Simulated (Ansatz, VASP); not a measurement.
# KTaO3 in VASP and in Ansatz

The input INCAR:

```
PREC = Accurate
ENCUT = 600
EDIFF = 1E-6
ISMEAR = -1
SIGMA = 0.05
LREAL = False
LASPH = True
NELM = 120
ALGO = Normal
ISIF = 2
LWAVE = False
LCHARG = False
GGA = PE
NBANDS = 28
GGA_COMPAT = False
```

KPOINTS

```
regular mesh
0
Gamma
  7 7 7
```

Contents of POSCAR:

```
KTaO3
1.0
    4.0665218197      0.0000000000      0.0000000000
    0.0000000000      4.0665218197      0.0000000000
    0.0000000000      0.0000000000      4.0665218197
Ta K O
1 1 3
Direct
    0.0000000000      0.0000000000      0.0000000000
    0.5000000000      0.5000000000      0.5000000000
    0.0000000000      0.0000000000      0.5000000000
    0.0000000000      0.5000000000      0.0000000000
    0.5000000000      0.0000000000      0.0000000000
```

File input.yaml:

```yaml
crystal:
  lattice:
    - [4.0665218197, 0.0, 0.0]
    - [0.0, 4.0665218197, 0.0]
    - [0.0, 0.0, 4.0665218197]
  atoms:
    - { symbol: Ta, position: [0.0, 0.0, 0.0] }
    - { symbol: K, position: [0.5, 0.5, 0.5] }
    - { symbol: O, position: [0.0, 0.0, 0.5] }
    - { symbol: O, position: [0.0, 0.5, 0.0] }
    - { symbol: O, position: [0.5, 0.0, 0.0] }
hamiltonian:
  xc: pbe
  pseudopotentials: { kind: paw, azcp: { folder: soft_1 } }
kpoints:
  mp_grid: { grid: [7, 7, 7] }
scf:
  occupations: { method: fermi_dirac, width: 0.05 }
output:
  forces: true
  stress: true
  eigenvalues: true
```

Alike in both runs: task single point; functional PBE; k mesh 7 × 7 × 7; occupations fermi-dirac, width 0.05 eV; no spin polarisation.

```csv
,VASP,Ansatz
version,VASP 6.6.1,Ansatz 0.2.0
potentials or method,"VASP PAW PBE potentials, release 64 (Ta_sv_GW, K_sv, O)",Ansatz PAW soft_1
plane-wave cutoff (eV),600,420
valence electrons in the cell,40,40
```

```tsv
	VASP	Ansatz	Ansatz less VASP
gap on the k mesh at the Fermi level (eV)	2.13	2.15	+0.018
least direct gap on the mesh (eV)	2.71	2.74	+0.023
pressure (GPa)	-5.4	-5.6	-0.23
```

The functional is the same, so the differences come from potentials, cutoffs and numerics.

Neither program's run includes spin-orbit coupling. Noted on Ansatz's run: odd divisions of the mesh miss points on the zone boundary, where band edges often lie, so the gap on the mesh can be too wide.
